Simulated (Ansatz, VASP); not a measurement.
One calculation of CoSi4, two programs

```
CELL_PARAMETERS angstrom
-2.63195 2.63195 2.63195
2.63195 -2.63195 2.63195
2.63195 2.63195 -2.63195
ATOMIC_POSITIONS crystal
Co 0.00000 0.00000 0.00000
Si 0.00000 0.00000 0.50000
Si 0.00000 0.50000 0.00000
Si 0.50000 0.00000 0.00000
Si 0.50000 0.50000 0.50000
```

Change from the starting cell: species swapped into the MnGa4 type (Im-3m, No. 229).

Alike in both runs: task relaxation of cell and atoms; functional PBE; k mesh 10 × 10 × 10; occupations gaussian, width 0.1 eV; no spin polarisation.

|  | VASP | Ansatz |
| --- | --- | --- |
| version | VASP 6.6.1 | Ansatz 0.2.0 |
| potentials or method | VASP PAW PBE potentials, release 64 (Co, Si), cutoff 600 eV | scalar-relativistic, plane waves, PAW |
| valence electrons in the cell | 25 | 33 |

|  | VASP | Ansatz | Ansatz less VASP |
| --- | --- | --- | --- |
| gap on the k mesh at the Fermi level, each at its own relaxed structure (eV) | none | none | - |
| relaxed volume (Å³/atom) | 14.59 | 14.59 | +0.007 |
| relaxed cell length with the largest relative difference (Å) | 4.559 | 4.559 | +0.0007 |

A gap of «none» marks a metal or a gap that the smearing closes. VASP's potentials hold 25 valence electrons a cell and Ansatz's 33, so a difference there can come from the potentials and not from the codes.

Noted on VASP's run: the relaxation stopped at its first step, so nothing moved.
